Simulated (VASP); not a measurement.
Here is a VASP 6.6.1 calculation.

INCAR

```
SYSTEM = TiC
PREC = Accurate
ENCUT = 520
EDIFF = 1E-8
ISMEAR = -1
SIGMA = 0.03
LREAL = .FALSE.
LASPH = .TRUE.
NELM = 80
ALGO = Normal
ISIF = 2
LWAVE = .FALSE.
LCHARG = .FALSE.
GGA = PE
LEFG = .TRUE.
NBANDS = 15
```

Contents of KPOINTS:

```
regular mesh
0
G
  16 16 16
  0 0 0
```

File POSCAR:

```
TiC
1.0
    0.0000000000      2.1640000000      2.1640000000
    2.1640000000      0.0000000000      2.1640000000
    2.1640000000      2.1640000000      0.0000000000
Ti C
1 1
Direct
    0.0000000000      0.0000000000      0.0000000000
    0.5000000000      0.5000000000      0.5000000000
```

Potentials or basis: VASP PAW PBE potentials, release 64 (Ti_sv, C).

The run is started by

```sh
$ cat potpaw_PBE.64/Ti_sv/POTCAR potpaw_PBE.64/C/POTCAR > POTCAR
$ mpirun -np 1 vasp_std > vasp.out
```

**Question.** What does it give for the pressure?

**Answer.** 1.1 GPa.

**Question.** What does it give for the band gap on the k mesh?

**Answer.** Zero (band 8 reaches 10.13 eV, above the bottom of band 9 at 9.04 eV).

Caveat: without QUAD_EFG the Cq values of the log hold for a quadrupole moment of 1 mb, not for the nuclei.
